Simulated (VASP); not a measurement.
A run of VASP 6.6.1 is set up as follows.

File INCAR:

```
SYSTEM = Sn
  ALGO = Normal
  EDIFF = 1E-6
  EDIFFG = -0.02
  ENCUT = 600
  GGA = RP
  IBRION = 2
  ISIF = 3
  ISMEAR = -1
  IVDW = 12
  LASPH = .TRUE.
  LCHARG = .FALSE.
  LREAL = .FALSE.
  LWAVE = .FALSE.
  NELM = 80
  NSW = 80
  PREC = Accurate
  SIGMA = 0.05
```

The input KPOINTS:

```
k-points
0
G
  7 7 7
  0 0 0
```

The input POSCAR:

```
Sn
1.0
    0.0000000000      3.2333428000      3.2333428000
    3.2333428000      0.0000000000      3.2333428000
    3.2333428000      3.2333428000      0.0000000000
Sn
2
Direct
    0.7500000000      0.7500000000      0.7500000000
    0.5000000000      0.5000000000      0.5000000000
```

Potentials or basis: VASP PAW PBE potentials, release 64 (Sn_d).

Run with:

```bash
$ cat potpaw_PBE.64/Sn_d/POTCAR > POTCAR
$ mpirun -np 1 vasp_std > vasp.out
```

**Question.** Estimate the space group after relaxing (to 0.05 Å).

**Answer.** Fd-3m (No. 227).

**Question.** Estimate the band gap on the k mesh.

**Answer.** Zero (filled and empty bands touch).

**Question.** What does it give for the dispersion energy per atom?

**Answer.** -1.627 eV.

**Question.** What does it give for the relaxed volume?

**Answer.** 31.75 Å³/atom.

The path:
| step | energy change (eV) | largest force (eV/Å) | pressure (GPa) | volume (Å³) |
| --- | --- | --- | --- | --- |
| 1 | 0.0000 | 0.0000 | -2.90 | 67.61 |
| 2 | -0.0311 | 0.0000 | 1.53 | 61.80 |
| 3 | -0.0393 | 0.0000 | 0.02 | 63.51 |

Caveat: the PAW data sets were made with another functional, which shifts forces and pressure a little; spin-orbit coupling is left out, which moves the levels of the heavy elements; pairwise dispersion overbinds metals, which lowers pressure and volume.
